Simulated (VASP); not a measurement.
A run of VASP 6.6.1:

INCAR

```
SYSTEM = YHg
PREC = Accurate ; ENCUT = 520
EDIFF = 1E-6 ; ISMEAR = -1
SIGMA = 0.15 ; LREAL = .False.
LASPH = .True. ; NELM = 60
ALGO = Normal ; ISIF = 2
LWAVE = .False. ; LCHARG = .False.
GGA = PS ; NBANDS = 18
```

Contents of KPOINTS:

```
regular mesh
0
Gamma
  8 8 8
  0 0 0
```

Contents of POSCAR:

```
YHg
1.0
    3.7521751865      0.0000000000      0.0000000000
    0.0000000000      3.7521751865      0.0000000000
    0.0000000000      0.0000000000      3.7521751865
Y Hg
1 1
Direct
    0.5000000000      0.5000000000      0.5000000000
    0.0000000000      0.0000000000      0.0000000000
```

Potentials or basis: VASP PAW PBE potentials, release 64 (Y_sv, Hg).

Command:

```bash
$ cat potpaw_PBE.64/Y_sv/POTCAR potpaw_PBE.64/Hg/POTCAR > POTCAR
$ mpirun -np 1 vasp_std > vasp.out
```

Hardware: 1 thread of Intel Xeon 8259CL, on a shared host.

How long does it take, and how much memory?

Wall time 31 s on 1 thread of Intel Xeon 8259CL, on a shared host, peak memory 0.19 GiB. Counts: scf iterations 12, k points 35.
